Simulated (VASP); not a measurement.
# Sb (Immm) in VASP: further runs, part 2 of 2

VASP 6.6.1. Earlier steps stand in the parts before.

**4. Relaxation of cell and atoms, PBE**

This run uses another cell than the first one, of 27.94 Å³/atom.

Input file INCAR:

```
  PREC = Accurate
  ENCUT = 600
  EDIFF = 1E-6
  ISMEAR = 0
  SIGMA = 0.1
  LREAL = F
  LASPH = T
  NELM = 60
  ALGO = Normal
  ISIF = 3
  LWAVE = F
  LCHARG = F
  GGA = PE
  IBRION = 2
  NSW = 90
  EDIFFG = -0.04
```

Input file KPOINTS:

```
regular mesh
0
Gamma
  8 8 8
```

Input file POSCAR:

```
Sb
1.0
   -1.2879367700      2.1072751500      2.5735015700
    1.2879367700     -2.1072751500      2.5735015700
    1.2879367700      2.1072751500     -2.5735015700
Sb
1
Direct
    0.0000000000      0.5000000000      0.5000000000
```

Potentials or basis: VASP PAW PBE potentials, release 64 (Sb).

Launch:

```console
> cat potpaw_PBE.64/Sb/POTCAR > POTCAR
> mpirun -np 1 vasp_std > vasp.out
```

OUTCAR:

```text
PREC = Accurate
   ENCUT = 600
   EDIFF = 1E-6
   ISMEAR = 0
   LREAL = F
   LASPH = T
   NELM = 60
   ISIF = 3
   GGA = PE
   IBRION = 2
   NSW = 90
   EDIFFG = -0.04

 ion  position               nearest neighbor table
   1  0.000  0.500  0.500-

  LATTYP: Found a body centered orthorhombic cell.
 ALAT       =     2.5758735400
 B/A-ratio  =     1.6361635129
 C/A-ratio  =     1.9981583180

  Lattice vectors:

 A1 = (  -1.2879367700,   2.1072751500,   2.5735015700)
 A2 = (   1.2879367700,  -2.1072751500,   2.5735015700)
 A3 = (   1.2879367700,   2.1072751500,  -2.5735015700)

Analysis of symmetry for initial positions (statically):
=====================================================================
[... 181 lines left out ...]
  external PRESSURE =     155.4591189 kB  Pullay stress =       0.0000000 kB
[... 531 lines left out ...]
 k-point    24 :       0.2500    0.3750    0.0000
  band No.  band energies     occupation
      1      -0.1943      2.00000
      2       3.8104      2.00000
      3       5.6675      2.00000
      4       9.9463      0.00000
      5      14.1961      0.00000
      6      16.9880      0.00000

 [... further k-points ...]

[... ionic steps 4 to 18 ...]

--------------------------------------- Ionic step       19  -------------------------------------------

 number of electron       5.0000000 magnetization

------------------------ aborting loop because EDIFF is reached ----------------------------------------
[... 65 lines left out ...]
--------------------------------------- Ionic step       21  -------------------------------------------

 number of electron       5.0000000 magnetization

 Free energy of the ion-electron system (eV)
  ---------------------------------------------------
  ext. energy  EPLUGINS =         0.00000000
  ---------------------------------------------------
  free energy    TOTEN  =        -3.86633023 eV

  energy without entropy =       -3.86557351  energy(sigma->0) =       -3.86595187

 E-fermi :   8.2073     XC(G=0): -10.0866

 val. band max:        8.1424003893   @ k =  -0.2500   0.2500   0.2500
 cond. band min:       8.3009602465   @ k =  -0.0000   0.2500   0.0000
 fundamental gap:      0.1585598572
 Fermi energy:         8.2073409676
[... 244 lines left out ...]
  FREE ENERGIE OF THE ION-ELECTRON SYSTEM (eV)
  ---------------------------------------------------
  free  energy   TOTEN  =        -3.8663302349 eV

  energy  without entropy=       -3.8655735052  energy(sigma->0) =       -3.86595187

 reached required accuracy - stopping structural energy minimisation
```

CONTCAR:

```text
Sb
   1.00000000000000
    -1.6388568957429883    1.9884409048366358    2.1268688137904697
     1.6388568957429883   -1.9884409048366358    2.1268688137904697
     1.6388568957429874    1.9884409048366363   -2.1268688137904697
  Sb
     1
Direct
     0.0000000000000000    0.5000000000000000    0.5000000000000000

  0.00000000E+00  0.00000000E+00  0.00000000E+00
```

Wall time 86 s (1 thread of Intel Xeon 6975P-C (Granite Rapids), shared host); peak memory 0.18 GiB.

What came out:

```
Free energy                           : -3.8663 eV
Relaxed volume                        : 27.72 Å³/atom
Relaxed cell                          : a = 3.341 Å, b = 3.341 Å, c = 3.341 Å, α = 121.25°, β = 106.96°, γ = 100.93°
Space group after relaxing (to 0.1 Å) : Immm (No. 71)
Energy gained by relaxing             : 664.4 meV/atom
Ionic steps                           : 21
Pressure after relaxing               : -0.1 GPa
Band gap on the k mesh                : zero (an odd number of electrons rules out a gap without spin polarisation)
```

Stress tensor (GPa, compression positive):
```
-0.18  0.00  0.00
 0.00 -0.16  0.00
 0.00  0.00 -0.04
```

The path:
```tsv
step	energy change (eV)	largest force (eV/Å)	pressure (GPa)	volume (Å³)
1	0.0000	0.0000	15.55	27.94
2	-0.2007	0.0000	-9.01	39.13
3	-0.4432	0.0000	-4.13	33.00
4	-0.4433	0.0000	-4.67	33.33
5	-0.6002	0.0000	-3.11	30.13
6	-0.6393	0.0000	-0.94	28.41
7	-0.6423	0.0000	0.03	27.85
8	-0.6429	0.0000	0.41	27.63
9	-0.6445	0.0000	1.26	27.18
10	-0.6385	0.0000	3.41	26.29
11	-0.6446	0.0000	1.57	27.04
12	-0.6533	0.0000	-0.15	27.64
13	-0.6534	0.0000	-0.05	27.61
14	-0.6547	0.0000	-0.01	27.61
15	-0.6609	0.0000	-0.09	27.61
16	-0.6620	0.0000	0.07	27.55
17	-0.6626	0.0000	0.09	27.57
18	-0.6634	0.0000	-0.01	27.60
19	-0.6643	0.0000	0.18	27.59
20	-0.6643	0.0000	0.17	27.59
21	-0.6644	0.0000	-0.12	27.72
```

Final structure:
```
Sb
1.0
    -1.63886    1.98844    2.12687
     1.63886   -1.98844    2.12687
     1.63886    1.98844   -2.12687
Sb
1
Direct
  0.00000 0.50000 0.50000
```

Caveat: spin-orbit coupling is left out, which moves the levels of the heavy elements.

**5. Relaxation of cell and atoms, PBE**

Input file INCAR:

```
SYSTEM = Sb
PREC     = Accurate       ! precision mode
ENCUT    = 600            ! plane-wave cutoff, eV
EDIFF    = 1E-7           ! SCF threshold, eV
ISMEAR   = 0              ! smearing method
SIGMA    = 0.1            ! smearing width, eV
LREAL    = .FALSE.        ! projectors in reciprocal space
LASPH    = .TRUE.         ! aspherical terms in the spheres
NELM     = 80             ! most SCF steps
ALGO     = Normal         ! electronic algorithm
ISIF     = 3              ! what is computed and relaxed
LWAVE    = .FALSE.        ! write WAVECAR
LCHARG   = .FALSE.        ! write CHGCAR
GGA      = PE             ! functional
IBRION   = 2              ! ionic algorithm
NSW      = 100            ! ionic steps
EDIFFG   = -0.01          ! ionic threshold
```

Input file KPOINTS:

```
regular mesh
0
G
  22 22 22
  0 0 0
```

Input file POSCAR:

```
Sb
1.0
   -1.6418890428      1.9903706060      2.1244423984
    1.6418890428     -1.9903706060      2.1244423984
    1.6418890428      1.9903706060     -2.1244423984
Sb
1
Direct
    0.0000000000      0.5000000000      0.5000000000
```

Launch:

```console
> cat potpaw_PBE.64/Sb/POTCAR > POTCAR
> mpirun -np 1 vasp_std > vasp.out
```

It took 16 min on 1 thread of Intel Xeon 6975P-C (Granite Rapids), shared host; peak memory 0.47 GiB.

It converged, with:

* Free energy: -3.9121 eV
* Relaxed volume: 27.16 Å³/atom
* Relaxed cell: a = 3.280 Å, b = 3.280 Å, c = 3.280 Å, α = 109.53°, β = 109.43°, γ = 109.45°
* Space group after relaxing (to 0.1 Å): Im-3m (No. 229)
* Energy gained by relaxing: 40.4 meV/atom
* Ionic steps: 15
* Pressure after relaxing: 0.0 GPa
* Band gap on the k mesh: zero (an odd number of electrons rules out a gap without spin polarisation)

Step by step:
| step | energy change (eV) | largest force (eV/Å) | pressure (GPa) | volume (Å³) |
| --- | --- | --- | --- | --- |
| 1 | 0.0000 | 0.0000 | 0.04 | 27.77 |
| 2 | -0.0037 | 0.0000 | -0.13 | 27.79 |
| 3 | -0.0110 | 0.0000 | -0.63 | 27.83 |
| 4 | -0.0197 | 0.0000 | -1.00 | 27.76 |
| 5 | -0.0232 | 0.0000 | -0.54 | 27.52 |
| 6 | -0.0269 | 0.0000 | 1.07 | 26.76 |
| 7 | -0.0297 | 0.0000 | 1.07 | 26.76 |
| 8 | -0.0303 | 0.0000 | 1.09 | 26.75 |
| 9 | -0.0332 | 0.0000 | 0.32 | 27.07 |
| 10 | -0.0344 | 0.0000 | -0.81 | 27.57 |
| 11 | -0.0369 | 0.0000 | -0.81 | 27.54 |
| 12 | -0.0395 | 0.0000 | -0.65 | 27.45 |
| 13 | -0.0397 | 0.0000 | -0.71 | 27.48 |
| 14 | -0.0403 | 0.0000 | 0.23 | 27.06 |
| 15 | -0.0404 | 0.0000 | 0.01 | 27.16 |

Final structure:
```xyz
1
Lattice="-1.8922 1.8946 1.8940 1.8922 -1.8946 1.8940 1.8922 1.8946 -1.8940" Properties=species:S:1:pos:R:3 pbc="T T T"
Sb    1.8922    0.0000    0.0000
```

Levels at points of the mesh, in eV from the Fermi level:
| k point | band 1 | band 2 | band 3 | band 4 | band 5 | band 6 |
| --- | --- | --- | --- | --- | --- | --- |
| (0.00, 0.00, 0.00) | -12.78 | 5.41 | 5.41 | 5.41 | 10.49 | 11.77 |
| (0.50, 0.00, 0.00) | -8.81 | -5.54 | 1.67 | 3.71 | 6.39 | 6.91 |
| (0.00, 0.50, 0.00) | -8.80 | -5.54 | 1.65 | 3.69 | 6.37 | 6.89 |
| (0.50, 0.50, 0.00) | -8.80 | -5.54 | 1.66 | 3.70 | 6.38 | 6.90 |
| (0.50, 0.50, 0.50) | -5.64 | -1.99 | -1.99 | -1.97 | 2.98 | 2.99 |

Caveat: spin-orbit coupling is left out, which moves the levels of the heavy elements.

**6. The runs side by side**

```tsv
task	cell	k mesh	cutoff (eV)	gap on the mesh (eV)	pressure (GPa)	relaxed volume (Å³/atom)
single point	a = 3.342 Å, angles 121.2, 106.9, 101.1°, 1 atom	8 × 8 × 8	520	none	-0.2	-
single point	a = 3.567 Å, angles 137.7, 107.6, 87.6°, 1 atom	8 × 8 × 8	520	none	15.5	-
relaxation of cell and atoms	relaxed from a = 3.567 Å, angles 137.7, 107.6, 87.6°, 1 atom	8 × 8 × 8	600	none	-0.1	27.72
relaxation of cell and atoms	relaxed from a = 3.342 Å, angles 121.2, 106.9, 101.1°, 1 atom	22 × 22 × 22	600	none	0.0	27.16
```

Alike in all rows: level PBE; potentials or basis VASP PAW PBE potentials, release 64 (Sb); no spin polarisation; smearing gaussian 0.1 eV.

Caveats: spin-orbit coupling is left out, which moves the levels of the heavy elements; the stress differs along the axes, from 1 to 44 GPa (at least some runs).

Absolute energies hang on the potentials; compare differences alone.

The gap in the log of VASP goes by the Fermi energy; the results here count the filled bands.